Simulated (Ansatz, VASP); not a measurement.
**InAs in VASP and in Ansatz**

File POSCAR:

```
InAs
1.0
    0.0000000000      3.0545915933      3.0545915933
    3.0545915933      0.0000000000      3.0545915933
    3.0545915933      3.0545915933      0.0000000000
In As
1 1
Direct
    0.0000000000      0.0000000000      0.0000000000
    0.2500000000      0.2500000000      0.2500000000
```

The input INCAR.step1:

```
PREC = Accurate ; ENCUT = 520
ISMEAR = -1 ; SIGMA = 0.02
LREAL = False ; LASPH = True
NELM = 60 ; NBANDS = 16
GGA = PE ; ALGO = Normal
EDIFF = 1E-4 ; LWAVE = True
LCHARG = False
```

Contents of INCAR.step2:

```
PREC = Accurate ; ENCUT = 520
EDIFF = 1E-7 ; ISMEAR = -1
SIGMA = 0.02 ; LREAL = False
LASPH = True ; NELM = 60
ALGO = Normal ; ISIF = 2
LWAVE = False ; LCHARG = False
METAGGA = R2SCAN ; LMIXTAU = True
NBANDS = 16 ; ISTART = 1
```

KPOINTS

```
Automatic mesh
0
Gamma
  8 8 8
```

Input for Ansatz:

```yaml
crystal:
  lattice:
    - [0.0, 3.0545915933, 3.0545915933]
    - [3.0545915933, 0.0, 3.0545915933]
    - [3.0545915933, 3.0545915933, 0.0]
  atoms:
    - { symbol: In, position: [0.0, 0.0, 0.0] }
    - { symbol: As, position: [0.25, 0.25, 0.25] }
kpoints:
  mp_grid: { grid: [8, 8, 8] }
  band_path:
    path:
      - [0.0, 0.0, 0.0]
      - [-0.5, -0.5, 0.0]
      - [-0.375, -0.375, 0.25]
      - [-0.375, 0.0, 0.375]
      - [0.0, 0.0, 0.5]
      - [-0.5, -0.25, 0.25]
    npoints: 1
hamiltonian:
  xc: r2scan
scf:
  occupations: { method: fermi_dirac, width: 0.02 }
  n_extra_bands: 4
output:
  forces: true
  stress: true
  eigenvalues: true
```

Alike in both runs: task single point; functional r2SCAN; k mesh 8 × 8 × 8; occupations fermi-dirac, width 0.02 eV; no spin polarisation.

```csv
,VASP,Ansatz
version,VASP 6.6.1,Ansatz 0.2.0
potentials or method,"VASP PAW PBE potentials, release 64 (In_d, As)","plane waves, PAW"
plane-wave cutoff (eV),520,500
valence electrons in the cell,18,28
```

```tsv
	VASP	Ansatz	Ansatz less VASP
pressure (GPa)	0.0	0.0	0.00
```

VASP's potentials were made for PBE, not for r2SCAN. VASP's potentials hold 18 valence electrons a cell and Ansatz's 28, so a difference there can come from the potentials and not from the codes.
